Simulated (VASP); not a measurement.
Input of a VASP 6.6.1 run:

POSCAR

```
BaTiO3
1.0
    4.0550711843      0.0000000000      0.0000000000
    0.0000000000      2.8851138784      2.8480072467
    0.0000000000     -2.8851138784      2.8480072467
Ba Ti O
1 1 3
Direct
    0.0000000000      0.0044061013      0.0044061013
    0.5000000000      0.5135753574      0.5135753574
    0.0000000000      0.4947134011      0.4947134011
    0.5000000000      0.4954342955      0.9880908446
    0.5000000000      0.9880908446      0.4954342955
```

File INCAR.step1:

```
PREC     = Accurate       # precision mode
ENCUT    = 520            # plane-wave cutoff, eV
ISMEAR   = 0              # smearing method
SIGMA    = 0.05           # smearing width, eV
LREAL    = False          # projectors in reciprocal space
LASPH    = True           # aspherical terms in the spheres
NELM     = 150            # most SCF steps
LMAXMIX  = 4              # l up to which the mixer works
LDAU     = True           # DFT+U
LDAUTYPE = 2            
LDAUL    = -1 2 -1        # shell
LDAUU    = 0 4 0          # U, eV
LDAUJ    = 0 0 0        
NBANDS   = 28             # bands
GGA      = PE             # functional
ALGO     = Normal         # electronic algorithm
EDIFF    = 1E-4           # SCF threshold, eV
LWAVE    = True           # write WAVECAR
LCHARG   = False          # write CHGCAR
```

INCAR.step2

```
PREC     = Accurate       # precision mode
ENCUT    = 520            # plane-wave cutoff, eV
EDIFF    = 1E-6           # SCF threshold, eV
ISMEAR   = 0              # smearing method
SIGMA    = 0.05           # smearing width, eV
LREAL    = False          # projectors in reciprocal space
LASPH    = True           # aspherical terms in the spheres
NELM     = 150            # most SCF steps
ALGO     = Normal         # electronic algorithm
ISIF     = 2              # what is computed and relaxed
LWAVE    = False          # write WAVECAR
LCHARG   = False          # write CHGCAR
LMAXMIX  = 4              # l up to which the mixer works
LDAU     = True           # DFT+U
LDAUTYPE = 2            
LDAUL    = -1 2 -1        # shell
LDAUU    = 0 4 0          # U, eV
LDAUJ    = 0 0 0        
LDAUPRINT= 1            
METAGGA  = R2SCAN         # meta-GGA
LMIXTAU  = True         
NBANDS   = 28             # bands
ISTART   = 1
```

The input KPOINTS:

```
Automatic mesh
0
Gamma
  6 6 6
```

Potentials or basis: VASP PAW PBE potentials, release 64 (Ba_sv, Ti_sv, O).

Command:

```console
$ cat potpaw_PBE.64/Ba_sv/POTCAR potpaw_PBE.64/Ti_sv/POTCAR potpaw_PBE.64/O/POTCAR > POTCAR
$ cp INCAR.step1 INCAR
$ mpirun -np 1 vasp_std > vasp.out
$ cp INCAR.step2 INCAR
$ mpirun -np 1 vasp_std > vasp.out
```

Problem. Estimate the pressure.

Solution. -1.5 GPa.

Problem. What does it give for the largest force?

Solution. 0.358 eV/Å.

Problem. Predict the band gap on the k mesh.

Solution. 2.75 eV (least direct gap 3.08 eV).

Forces on the atoms (eV/Å):
```
Ba   0.000  0.000 -0.012
Ti   0.000  0.000 -0.358
O    0.000  0.000  0.043
O    0.000 -0.139  0.164
O    0.000  0.139  0.164
```

Caveat: the cell differs from its parent crystal (strain +0.0150 x Voigt [1, 1, 0, 0, 0, 0]); the PAW data sets were made with another functional, which shifts forces and pressure a little; spin-orbit coupling is left out, which moves the levels of the heavy elements. A k mesh can miss the band edges.
